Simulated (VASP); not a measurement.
SnS4:

```
CELL_PARAMETERS angstrom
4.47580 0.00000 0.00000
0.00000 4.47580 0.00000
0.00000 0.00000 5.65590
ATOMIC_POSITIONS crystal
Sn 0.50000 0.50000 0.50000
S 0.00000 0.50000 0.00000
S 0.50000 0.00000 0.00000
S 0.50000 0.50000 0.00000
S 0.00000 0.00000 0.50000
```

The cell was generated, and may not be a known phase.

```yaml
Program: VASP 6.6.1
Task: relaxation of cell and atoms
Functional: PBE
Potentials_or_basis: VASP PAW PBE potentials, release 64 (Sn_d, S)
Cutoff: 600 eV
k_mesh: 8 × 8 × 8
Occupations: gaussian, width 0.1 eV
Spin: no spin polarisation
```

At the start: pressure -0.7 GPa; volume 22.66 Å³/atom.

Task: Where does the relaxation end?

Result: Over 5 steps the energy falls by 4.4 meV/atom and the volume is 22.63 Å³/atom (-0.1 %); space group P4/mmm (No. 123, to 0.1 Å) before and after.

Step by step:
| step | energy change (eV) | largest force (eV/Å) | pressure (GPa) | volume (Å³) |
| --- | --- | --- | --- | --- |
| 1 | 0.0000 | 0.0000 | -0.70 | 113.30 |
| 2 | -0.0172 | 0.0000 | 0.34 | 111.68 |
| 3 | -0.0175 | 0.0000 | 0.48 | 111.44 |
| 4 | -0.0209 | 0.0000 | 0.21 | 112.33 |
| 5 | -0.0219 | 0.0000 | -0.03 | 113.14 |

Final structure:
```yaml
crystal:
  lattice:
    - [4.42386, 0.00000, 0.00000]
    - [0.00000, 4.42386, 0.00000]
    - [0.00000, 0.00000, 5.78124]
  atoms:
    - { symbol: Sn, position: [0.50000, 0.50000, 0.50000] }
    - { symbol: S, position: [0.00000, 0.50000, 0.00000] }
    - { symbol: S, position: [0.50000, 0.00000, 0.00000] }
    - { symbol: S, position: [0.50000, 0.50000, 0.00000] }
    - { symbol: S, position: [0.00000, 0.00000, 0.50000] }
```
